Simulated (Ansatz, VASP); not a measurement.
GeS: VASP beside Ansatz

```
Ge S
1.0
    10.29814    0.00000    0.00000
     0.00000    3.66316    0.00000
     0.00000    0.00000    4.14935
Ge S
4 4
Direct
  0.88064 0.25000 0.37998
  0.11936 0.75000 0.62002
  0.61936 0.75000 0.87998
  0.38064 0.25000 0.12002
  0.64768 0.25000 0.49474
  0.35232 0.75000 0.50526
  0.85232 0.75000 0.99474
  0.14768 0.25000 0.00526
```

Alike in both runs: functional PBEsol; k mesh 4 × 8 × 8; occupations gaussian, width 0.02 eV; no spin polarisation.

Ansatz relaxed the structure, and its values are those at the end. VASP's run is a single point on that final structure, the one shown.

|  | VASP | Ansatz |
| --- | --- | --- |
| version | VASP 6.6.1 | Ansatz 0.2.0 |
| potentials or method | VASP PAW PBE potentials, release 64 (Ge_d, S), cutoff 500 eV | scalar-relativistic, plane waves, PAW |
| valence electrons in the cell | 80 | 80 |

VASP gave:

* gap on the k mesh at the Fermi level (eV): 0.91
* least direct gap on the mesh (eV): 1.05
* pressure (GPa): -0.1

Problem. Which values does Ansatz return?

Solution. gap on the k mesh at the Fermi level (eV): 0.92; least direct gap on the mesh (eV): 1.05; pressure (GPa): 0.0.

VASP's potentials were made for PBE, not for PBEsol.
